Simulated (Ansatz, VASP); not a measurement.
O in VASP and in Ansatz

File INCAR:

```
SYSTEM = O
PREC = Accurate
ENCUT = 520
EDIFF = 1E-7
ISMEAR = -1
SIGMA = 0.02
LREAL = .False.
LASPH = .True.
NELM = 80
ALGO = Normal
ISIF = 2
LWAVE = .False.
LCHARG = .True.
GGA = PE
LELF = .True.
LVHAR = .True.
NBANDS = 20
```

Contents of KPOINTS:

```
regular mesh
0
Gamma
  8 6 10
  0 0 0
```

The input POSCAR:

```
O
1.0
    4.0026376312      0.0000000000     -0.0506303484
    0.0000000000      3.9867070335      0.0000000000
   -1.0541618748      0.0000000000      2.7640876791
O
4
Direct
    0.3383190059      0.6868945921      0.6693924823
    0.6616809941      0.6868945921      0.8306075177
    0.6616809941      0.3131054079      0.3306075177
    0.3383190059      0.3131054079      0.1693924823
```

Input for Ansatz:

```yaml
crystal:
  lattice:
    - [4.0026376312, 0.0, -0.0506303484]
    - [0.0, 3.9867070335, 0.0]
    - [-1.0541618748, 0.0, 2.7640876791]
  atoms:
    - { symbol: O, position: [0.3383190059, 0.6868945921, 0.6693924823] }
    - { symbol: O, position: [0.6616809941, 0.6868945921, 0.8306075177] }
    - { symbol: O, position: [0.6616809941, 0.3131054079, 0.3306075177] }
    - { symbol: O, position: [0.3383190059, 0.3131054079, 0.1693924823] }
kpoints:
  mp_grid: { grid: [8, 6, 10] }
  band_path:
    path:
      - [0.0, 0.0, 0.0]
      - [0.0, 0.5, 0.0]
      - [0.0, 0.5, 0.5]
      - [0.0, 0.0, 0.5]
      - [-0.5, 0.0, 0.5]
      - [-0.5, 0.5, 0.5]
      - [-0.5, 0.5, 0.0]
      - [-0.5, 0.0, 0.0]
    npoints: 1
hamiltonian:
  xc: pbe
scf:
  occupations: { method: fermi_dirac, width: 0.02 }
  n_extra_bands: 5
output:
  forces: true
  stress: true
  eigenvalues: true
```

Change from the starting cell: hydrostatic strain -1.0%.

Alike in both runs: task single point; functional PBE; k mesh 8 × 6 × 10; occupations fermi-dirac, width 0.02 eV; no spin polarisation.

|  | VASP | Ansatz |
| --- | --- | --- |
| version | VASP 6.6.1 | Ansatz 0.2.0 |
| potentials or method | VASP PAW PBE potentials, release 64 (O) | plane waves, PAW |
| plane-wave cutoff (eV) | 520 | 420 |
| valence electrons in the cell | 24 | 24 |

|  | VASP | Ansatz | Ansatz less VASP |
| --- | --- | --- | --- |
| gap on the k mesh at the Fermi level (eV) | 0.90 | 0.90 | -0.002 |
| pressure (GPa) | 10.6 | 6.9 | -3.65 |
| traceless stress, the component that is largest in VASP (GPa) | 8.98 | 2.66 | -6.319 |
| rms of the force components (eV/Å) | 1.169 | 0.382 | -0.7877 |

Atom by atom the forces differ by 0.789 eV/Å (rms over components). The functional is the same, so the differences come from potentials, cutoffs and numerics.

Noted on VASP's run: the standard files for N, O and F lose accuracy on very short bonds; spin is off for a triplet molecule.
